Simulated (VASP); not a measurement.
# Ag (P6/mmm) in VASP: further runs, part 2 of 2

VASP 6.6.1. The steps go on from the part before.

## (3) Single point, r2SCAN (volume scaled by 1.08)

Input file POSCAR:

```
Ag
1.0
    4.7975084958      0.0000000000      0.0000000000
   -2.3987542479      4.1547642322      0.0000000000
    0.0000000000      0.0000000000      2.8706814909
Ag
3
Direct
    0.0000000000      1.0000000000      0.0000000000
    0.3333333333      0.6666666667      0.5000000000
    0.6666666667      0.3333333333      0.5000000000
```

Input file INCAR.step1:

```
  PREC = Accurate
  ENCUT = 520
  ISMEAR = -1
  SIGMA = 0.1
  LREAL = F
  LASPH = T
  NELM = 100
  NBANDS = 24
  GGA = PE
  ALGO = Normal
  EDIFF = 1E-4
  LWAVE = T
  LCHARG = F
```

Input file INCAR.step2:

```
  PREC = Accurate
  ENCUT = 520
  EDIFF = 1E-6
  ISMEAR = -1
  SIGMA = 0.1
  LREAL = F
  LASPH = T
  NELM = 100
  ALGO = Normal
  ISIF = 2
  LWAVE = F
  LCHARG = F
  METAGGA = R2SCAN
  LMIXTAU = T
  NBANDS = 24
  ISTART = 1
```

Input file KPOINTS:

```
Automatic mesh
0
Gamma
  9 9 13
```

Potentials or basis: VASP PAW PBE potentials, release 64 (Ag).

Run with:

```bash
> cat potpaw_PBE.64/Ag/POTCAR > POTCAR
> cp INCAR.step1 INCAR
> mpirun -np 1 vasp_std > vasp.out
> cp INCAR.step2 INCAR
> mpirun -np 1 vasp_std > vasp.out
```

OUTCAR:

```text
PREC = Accurate
   ENCUT = 520
   EDIFF = 1E-6
   ISMEAR = -1
   LREAL = F
   LASPH = T
   NELM = 100
   ISIF = 2
   METAGGA = R2SCAN
   ISTART = 1

 ion  position               nearest neighbor table
   1  0.000  0.000  0.000-   2 3.12   3 3.12   2 3.12   3 3.12   2 3.12   2 3.12   3 3.12   3 3.12
                             3 3.12   3 3.12   2 3.12   2 3.12
   2  0.333  0.667  0.500-   3 2.77   3 2.77   3 2.77   1 3.12   1 3.12   1 3.12   1 3.12   1 3.12
                             1 3.12
   3  0.667  0.333  0.500-   2 2.77   2 2.77   2 2.77   1 3.12   1 3.12   1 3.12   1 3.12   1 3.12
                             1 3.12

  LATTYP: Found a hexagonal cell.
 ALAT       =     4.7975084958
 C/A-ratio  =     0.5983692355

  Lattice vectors:

 A1 = (   4.7975084958,   0.0000000000,   0.0000000000)
 A2 = (  -2.3987542479,   4.1547642322,   0.0000000000)
 A3 = (   0.0000000000,   0.0000000000,   2.8706814909)

Analysis of symmetry for initial positions (statically):
=====================================================================
 Subroutine PRICEL returns:
 Original cell was already a primitive cell.

 Routine SETGRP: Setting up the symmetry group for a
 hexagonal supercell.
[... 163 lines left out ...]
  ext. energy  EPLUGINS =         0.00000000
  ---------------------------------------------------
  free energy    TOTEN  =       -63.80594777 eV

  energy without entropy =      -63.77857707  energy(sigma->0) =      -63.79226242

 E-fermi :   7.0114     XC(G=0): -12.1956

 val. band max:        6.9626815850   @ k =   0.3333   0.2222   0.2308
 cond. band min:       7.0226595226   @ k =   0.2222   0.2222   0.4615
 fundamental gap:      0.0599779376
 Fermi energy:         7.0114471334

 k-point     1 :       0.0000    0.0000    0.0000
  band No.  band energies     occupation
      1      -0.1629      2.00000
      2       0.8845      2.00000
      3       1.8188      2.00000
      4       1.9592      2.00000
      5       2.0695      2.00000
      6       2.0695      2.00000
[... 637 lines left out ...]
     23      21.5855      0.00000
     24      21.7310      0.00000

 [... further k-points ...]
[... 5 lines left out ...]
  --------------------------------------------------------------------------------------
  -------------------------------------------------------------------------------------
  Total       -2.1307792     -2.1307792     -2.1548929     -0.0000000      0.0000000     -0.0000000
  in kB      -59.6625601    -59.6625601    -60.3377521     -0.0000000      0.0000000     -0.0000000
  external PRESSURE =     -59.8876241 kB  Pullay stress =       0.0000000 kB

 VOLUME and BASIS-vectors are now :
 -----------------------------------------------------------------------------
  energy-cutoff  :      520.00
  volume of cell :       57.22
      direct lattice vectors                 reciprocal lattice vectors
     4.797508496  0.000000000  0.000000000     0.208441528  0.120343772  0.000000000
    -2.398754248  4.154764232  0.000000000     0.000000000  0.240687544  0.000000000
     0.000000000  0.000000000  2.870681491     0.000000000  0.000000000  0.348349339

 POSITION                                       TOTAL-FORCE (eV/Angst)
 -----------------------------------------------------------------------------------
      0.00000      0.00000      0.00000         0.000000      0.000000      0.000000
     -0.00000      2.76984      1.43534        -0.000000      0.000000     -0.000000
      2.39875      1.38492      1.43534        -0.000000     -0.000000      0.000000
 -----------------------------------------------------------------------------------
    total drift:                                0.000000      0.000000     -0.000000

  FREE ENERGIE OF THE ION-ELECTRON SYSTEM (eV)
  ---------------------------------------------------
  free  energy   TOTEN  =       -63.8059477666 eV

  energy  without entropy=      -63.7785770708  energy(sigma->0) =      -63.79226242
```

OUTCAR.step1:

```text
PREC = Accurate
   ENCUT = 520
   ISMEAR = -1
   LREAL = F
   LASPH = T
[... 876 lines left out ...]
      0.00000      0.00000      0.00000        -0.000000      0.000000     -0.000000
     -0.00000      2.76984      1.43534         0.000000      0.000000      0.000000
      2.39875      1.38492      1.43534         0.000000     -0.000000     -0.000000
 -----------------------------------------------------------------------------------
    total drift:                                0.000000      0.000000     -0.000000

  FREE ENERGIE OF THE ION-ELECTRON SYSTEM (eV)
  ---------------------------------------------------
  free  energy   TOTEN  =        -7.9500270322 eV

  energy  without entropy=       -7.9214199954  energy(sigma->0) =       -7.93572351
```

OSZICAR.step1:

```text
N       E                     dE             d eps       ncg     rms          rms(c)
DAV:   1     0.202376232212E+03    0.20238E+03   -0.16331E+04  4040   0.131E+03
DAV:   2    -0.523023809967E+01   -0.20761E+03   -0.19356E+03  4288   0.299E+02
DAV:   3    -0.857904938617E+01   -0.33488E+01   -0.33368E+01  4712   0.439E+01
DAV:   4    -0.859208332846E+01   -0.13034E-01   -0.13033E-01  4528   0.267E+00
DAV:   5    -0.859222531757E+01   -0.14199E-03   -0.14199E-03  5056   0.307E-01    0.696E+00
DAV:   6    -0.796949424996E+01    0.62273E+00   -0.18698E+00  4448   0.124E+01    0.477E+00
DAV:   7    -0.795592252725E+01    0.13572E-01   -0.19523E-02  4808   0.103E+00    0.279E+00
DAV:   8    -0.795000463890E+01    0.59179E-02   -0.17969E-03  4528   0.345E-01    0.970E-02
DAV:   9    -0.795002703225E+01   -0.22393E-04   -0.36452E-05  3400   0.787E-02
   1 F= -.79500270E+01 E0= -.79357235E+01  d E =-.286070E-01
```

Wall time 2.6 min (1 thread of Intel Xeon 6975P-C (Granite Rapids), shared host); peak memory 0.23 GiB.

Results:

```yaml
Free_energy: -63.8059 eV
Pressure: -6.0 GPa
```

Caveat: the PAW data sets were made with another functional, which shifts forces and pressure a little.
